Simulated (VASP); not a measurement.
# MgTe (P6_3mc) in VASP: settings compared, part 2 of 2

VASP 6.6.1. Earlier steps stand in the parts before.

**3. Dielectric tensor, r2SCAN (strain -3.0%)**

INCAR

```
PREC = Accurate ; ENCUT = 580
EDIFF = 1E-8 ; ISMEAR = 0
SIGMA = 0.01 ; LREAL = F
LASPH = T ; NELM = 120
ALGO = Normal ; ISIF = 2
LWAVE = F ; LCHARG = F
METAGGA = R2SCAN ; LMIXTAU = T
LCALCEPS = T ; GGA_COMPAT = F
```

KPOINTS

```
regular mesh
0
Gamma
  6 6 4
```

POSCAR

```
MgTe
1.0
    4.4403065765      0.0000000000      0.0000000000
   -2.2201532883      3.8454182958      0.0000000000
    0.0000000000      0.0000000000      7.2314365817
Mg Te
2 2
Direct
    0.3333333333      0.6666666667     -0.0006080519
    0.6666666667      0.3333333333      0.4993919481
    0.3333333333      0.6666666667      0.3756080519
    0.6666666667      0.3333333333      0.8756080519
```

Potentials or basis: VASP PAW PBE potentials, release 64 (Mg, Te).

The run is started by

```bash
$ cat potpaw_PBE.64/Mg/POTCAR potpaw_PBE.64/Te/POTCAR > POTCAR
$ mpirun -np 1 vasp_std > vasp.out
```

OUTCAR:

```text
PREC = Accurate
   ENCUT = 580
   EDIFF = 1E-8
   ISMEAR = 0
   LREAL = F
   LASPH = T
   NELM = 120
   ISIF = 2
   METAGGA = R2SCAN

 ion  position               nearest neighbor table
   1  0.333  0.667  0.999-   4 2.72   4 2.72   4 2.72   3 2.72
   2  0.667  0.333  0.499-   3 2.72   3 2.72   3 2.72   4 2.72
   3  0.333  0.667  0.376-   2 2.72   2 2.72   2 2.72   1 2.72
   4  0.667  0.333  0.876-   1 2.72   1 2.72   1 2.72   2 2.72

  LATTYP: Found a hexagonal cell.
[... 604 lines left out ...]
  FORCE on cell =-STRESS in cart. coord.  units (eV):
  Direction    XX          YY          ZZ          XY          YZ          ZX
  --------------------------------------------------------------------------------------
  -------------------------------------------------------------------------------------
  Total        3.1015266      3.1015266      3.1088121     -0.0000000     -0.0000000      0.0000000
  in kB       40.2443548     40.2443548     40.3388883     -0.0000000     -0.0000000      0.0000000
  external PRESSURE =      40.2758659 kB  Pullay stress =       0.0000000 kB

 VOLUME and BASIS-vectors are now :
 -----------------------------------------------------------------------------
  energy-cutoff  :      580.00
  volume of cell :      123.48
      direct lattice vectors                 reciprocal lattice vectors
     4.440306577  0.000000000  0.000000000     0.225209675  0.130024866  0.000000000
    -2.220153288  3.845418296  0.000000000     0.000000000  0.260049733  0.000000000
     0.000000000  0.000000000  7.231436582     0.000000000  0.000000000  0.138285110

 POSITION                                       TOTAL-FORCE (eV/Angst)
 -----------------------------------------------------------------------------------
     -0.00000      2.56361      7.22704        -0.000000      0.000000      0.002701
      2.22015      1.28181      3.61132         0.000000      0.000000      0.002701
     -0.00000      2.56361      2.71619         0.000000      0.000000     -0.002701
      2.22015      1.28181      6.33190         0.000000      0.000000     -0.002701
 -----------------------------------------------------------------------------------
    total drift:                               -0.000000     -0.000000      0.005733

  FREE ENERGIE OF THE ION-ELECTRON SYSTEM (eV)
  ---------------------------------------------------
  free  energy   TOTEN  =       -63.2271456571 eV

  energy  without entropy=      -63.2271456571  energy(sigma->0) =      -63.22714566
```

OSZICAR:

```text
N       E                     dE             d eps       ncg     rms          rms(c)
DAV:   1     0.117167847096E+02    0.11717E+02   -0.59846E+03   504   0.116E+03
DAV:   2    -0.607099336925E+02   -0.72427E+02   -0.67739E+02   720   0.145E+02
[... 13 lines left out ...]
DMP:  10    -0.632271454667E+02   -0.21346E-06   -0.16884E-06   468   0.360E-06   0.119E-06
DMP:  11    -0.632271455577E+02   -0.90934E-07   -0.90404E-07   468   0.206E-06   0.388E-07
DMP:  12    -0.632271456087E+02   -0.50998E-07   -0.50007E-07   468   0.108E-06   0.334E-07
DMP:  13    -0.632271456367E+02   -0.28031E-07   -0.24991E-07   468   0.530E-07   0.182E-07
DMP:  14    -0.632271456506E+02   -0.13858E-07   -0.12172E-07   468   0.270E-07   0.663E-08
DMP:  15    -0.632271456571E+02   -0.65105E-08   -0.61223E-08   468   0.141E-07   0.229E-08
   1 F= -.63227146E+02 E0= -.63227146E+02  d E =-.149346E-25
```

It took 66 min on 1 thread of AMD EPYC 9R45 (Zen 5), shared host; peak memory 0.73 GiB.

What came out:

```yaml
Band_gap_on_the_k_mesh: 3.60 eV (least direct gap 3.61 eV)
Electronic_dielectric_tensor_diagonal: 4.95, 4.95, 5.08
Born_charges_mean_of_the_diagonal: Mg +1.84; Te -1.84 e
```

Electronic dielectric tensor:
```
4.95 0.00 0.00
0.00 4.95 0.00
0.00 0.00 5.08
```

Born effective charge tensors (e):
atom 1, Mg
```
1.81 0.00 0.00
0.00 1.81 0.00
0.00 0.00 1.90
```
atom 2, Mg
```
1.81 0.00 0.00
0.00 1.81 0.00
0.00 0.00 1.90
```
atom 3, Te
```
-1.81  0.00  0.00
 0.00 -1.81  0.00
 0.00  0.00 -1.90
```
atom 4, Te
```
-1.81  0.00  0.00
 0.00 -1.81  0.00
 0.00  0.00 -1.90
```

Dipole moments of the cell (e·Å, modulo the quantum): ionic 0.000, 0.000, 18.114; electronic 0.000, 0.000, -0.073

Caveat: the cell differs from its parent crystal (strain -3.0%); the structure was generated, so it needn't be the stable form of MgTe; the PAW data sets were made with another functional, which shifts forces and pressure a little; spin-orbit coupling is left out, which moves the levels of the heavy elements. A k mesh can miss the band edges.
